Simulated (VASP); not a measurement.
Here is a VASP 6.6.1 calculation.

The input POSCAR:

```
Nb
1.0
    0.0000000000      2.1150000000      2.1150000000
    2.1150000000      0.0000000000      2.1150000000
    2.1150000000      2.1150000000      0.0000000000
Nb
1
Direct
    0.0000000000      0.0000000000      0.0000000000
```

The input INCAR.step1:

```
  PREC = Accurate
  ENCUT = 520
  EDIFF = 1E-5
  ISMEAR = -1
  SIGMA = 0.05
  LREAL = F
  LASPH = T
  NELM = 80
  ALGO = Normal
  ISIF = 2
  LWAVE = T
  LCHARG = F
  NBANDS = 12
  GGA = PE
```

File INCAR.step2:

```
  PREC = Accurate
  ENCUT = 520
  EDIFF = 1E-6
  ISMEAR = -1
  SIGMA = 0.05
  LREAL = F
  LASPH = T
  NELM = 80
  ALGO = Normal
  ISIF = 2
  LWAVE = F
  LCHARG = F
  GGA = PE
  LHFCALC = T
  AEXX = 0.25
  PRECFOCK = Normal
  NBANDS = 12
  ISTART = 1
```

The input KPOINTS:

```
regular mesh
0
Gamma
  6 6 6
```

Potentials or basis: VASP PAW PBE potentials, release 64 (Nb_sv).

Launch:

```console
$ cat potpaw_PBE.64/Nb_sv/POTCAR > POTCAR
$ cp INCAR.step1 INCAR
$ mpirun -np 1 vasp_std > vasp.out
$ cp INCAR.step2 INCAR
$ mpirun -np 1 vasp_std > vasp.out
```

What does it give for the band gap on the k mesh?

Zero (an odd number of electrons rules out a gap without spin polarisation).

Predict the pressure.

-5.3 GPa.

Caveat: the k points lie up to 0.43 Å⁻¹ apart, too coarse for converged energies and pressures of a metal; the PAW data sets were made with another functional, which shifts forces and pressure a little.
